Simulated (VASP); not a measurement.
A run of VASP 6.6.1 is set up as follows.

INCAR

```
SYSTEM = SnSe
PREC     = Accurate       ! precision mode
ENCUT    = 520            ! plane-wave cutoff, eV
EDIFF    = 1E-6           ! SCF threshold, eV
ISMEAR   = -1             ! smearing method
SIGMA    = 0.02           ! smearing width, eV
LREAL    = .FALSE.        ! projectors in reciprocal space
LASPH    = .TRUE.         ! aspherical terms in the spheres
NELM     = 80             ! most SCF steps
ALGO     = Normal         ! electronic algorithm
ISIF     = 2              ! what is computed and relaxed
LWAVE    = .FALSE.        ! write WAVECAR
LCHARG   = .FALSE.        ! write CHGCAR
GGA      = PE             ! functional
IVDW     = 13             ! dispersion correction
NBANDS   = 28             ! bands
```

KPOINTS

```
regular mesh
0
G
  6 6 4
  0 0 0
```

Contents of POSCAR:

```
SnSe
1.0
    4.2103294146      0.0000000000      0.0000000000
    0.0000000000      4.2103294146      0.0000000000
    0.0000000000      0.0000000000      5.9847879472
Sn Se
2 2
Direct
    0.5000000000      0.0000000000      0.2501661944
    0.0000000000      0.5000000000      0.7498338056
    0.5000000000      0.0000000000      0.7498764524
    0.0000000000      0.5000000000      0.2501235476
```

Potentials or basis: VASP PAW PBE potentials, release 64 (Sn_d, Se).

Command:

```sh
$ cat potpaw_PBE.64/Sn_d/POTCAR potpaw_PBE.64/Se/POTCAR > POTCAR
$ mpirun -np 1 vasp_std > vasp.out
```

Q: Estimate the pressure.

A: 0.0 GPa.

Q: Predict the dispersion energy per atom.

A: -0.398 eV.
